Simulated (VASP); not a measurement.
SrTa2Bi2S9: single point with r2SCAN

SrTa2Bi2S9:

```
Bi S Sr Ta
1.0
     6.10965   -0.50285    1.30148
     0.36846    7.57972   -0.94525
    -0.37758   -0.61823    7.15447
Bi S Sr Ta
2 9 1 2
Cartesian
  4.2250 1.4440 5.9450
  3.2746 5.5622 1.8823
  5.3617 3.9821 5.5132
  3.4594 5.4373 4.6918
  1.3761 6.5589 3.7334
  1.6743 3.6914 3.9843
  2.7257 0.6952 3.6439
  5.8835 4.7277 3.1554
  4.9876 3.4646 1.1619
  4.1355 2.8873 3.4949
  5.2290 6.5229 6.1637
  1.6603 2.5945 0.2685
  5.9767 0.0477 3.7535
  1.0407 5.3485 6.4010
```

```
Program                : VASP 6.6.1
Task                   : single point
Functional             : r2SCAN
Potentials or basis    : VASP PAW PBE potentials, release 64 (Bi_d, S, Sr_sv, Ta_pv)
Cutoff                 : 520 eV
k mesh                 : 3 × 2 × 2
Occupations            : fermi-dirac, width 0.05 eV
Spin                   : no spin polarisation
Dipole correction      : no
Further INCAR settings : ALGO = Normal; EDIFF = 1e-07; NBANDS = 71
```

```yaml
Pressure: -3.3 GPa
Largest_force: 3.244 eV/Å
Band_gap_on_the_k_mesh: zero (bands 58 and 59 overlap by 0.03 eV)
```

Forces in eV/Å, atoms in the order of the input:
```
Bi   0.653 -0.671 -0.356
Bi  -0.815  1.307 -1.238
S    1.131 -0.305  1.207
S   -0.655 -0.031  3.177
S   -0.507  1.695 -0.725
S   -0.856 -0.453  1.589
S   -0.094 -0.060 -1.177
S    1.460  1.726 -1.205
S    1.362 -0.181 -0.903
S    0.030 -2.001 -0.528
S   -0.497  0.502  1.302
Sr  -0.469 -0.056  0.109
Ta   0.465 -2.475  0.964
Ta  -1.207  1.003 -2.215
```

Stress tensor (GPa, compression positive):
```
-3.66  1.11  0.11
 1.11 -0.92 -0.21
 0.11 -0.21 -5.31
```

Levels at points of the mesh, in eV from the Fermi level:
```csv
k point,band 54,band 55,band 56,band 57,band 58,band 59,band 60,band 61,band 62,band 63
"(0.00, 0.00, 0.00)",-0.94,-0.73,-0.44,-0.19,-0.10,0.00,0.06,0.36,0.49,0.69
"(0.00, 0.50, 0.00)",-0.83,-0.66,-0.48,-0.22,-0.05,0.13,0.24,0.37,0.53,0.62
"(0.00, 0.00, 0.50)",-0.77,-0.63,-0.38,-0.24,-0.16,0.00,0.19,0.24,0.40,0.66
"(0.00, 0.50, 0.50)",-0.68,-0.53,-0.34,-0.25,0.02,0.23,0.37,0.46,0.54,0.67
```

Wall time 9.4 min on 1 thread of Intel(R) Xeon(R) 6975P-C (Granite Rapids) (shared host), peak memory 0.54 GiB.

Caveat: the k points lie up to 0.45 Å⁻¹ apart; the PAW data sets were made with another functional, which shifts forces and pressure a little; spin-orbit coupling is left out, which moves the levels of the heavy elements.
